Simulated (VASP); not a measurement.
Set up this calculation in VASP 6.6.1, as the native input.

| Item | Value |
| --- | --- |
| Task | single point |
| Functional | PBEsol |
| Potentials or basis | VASP PAW PBE potentials, release 64 (Zr_sv, Cu) |
| Cutoff | 520 eV |
| k mesh | 14 × 14 × 14 |
| Occupations | gaussian, width 0.15 eV |
| Spin | no spin polarisation |
| Dipole correction | no |
| Further INCAR settings | ALGO = Fast; EDIFF = 1e-06; NBANDS = 18 |

The structure of ZrCu lies in POSCAR:

```
ZrCu
1.0
    3.2526642500      0.0000000000      0.0000000000
    0.0000000000      3.2526642500      0.0000000000
    0.0000000000      0.0000000000      3.2526642500
Zr Cu
1 1
Direct
    0.5000000000      0.5000000000      0.5000000000
    0.0000000000      0.0691740625      0.0000000000
```

This cell differs from its parent crystal: all Cu atoms moved +0.225 Å, as atom 2 along Cartesian [0 1 0].

One way to write it, as run:

INCAR

```
PREC = Accurate
ENCUT = 520
EDIFF = 1E-6
ISMEAR = 0
SIGMA = 0.15
LREAL = False
LASPH = True
NELM = 60
ALGO = Fast
ISIF = 2
LWAVE = False
LCHARG = False
GGA = PS
NBANDS = 18
```

KPOINTS

```
Automatic mesh
0
Gamma
  14 14 14
```

Potentials or basis: VASP PAW PBE potentials, release 64 (Zr_sv, Cu).

The run is started by

```console
$ cat potpaw_PBE.64/Zr_sv/POTCAR potpaw_PBE.64/Cu/POTCAR > POTCAR
$ mpirun -np 1 vasp_std > vasp.out
```

Results of the run:

The pressure is -1.4 GPa and the largest force is 0.708 eV/Å.

Caveat: the cell differs from its parent crystal (all Cu atoms moved +0.225 Å, as atom 2 along Cartesian [0 1 0]); the PAW data sets were made with another functional, which shifts forces and pressure a little.

It took 3 min on 1 thread of Intel Xeon 6975P-C, with other jobs on the host, peak memory 0.3 GiB.
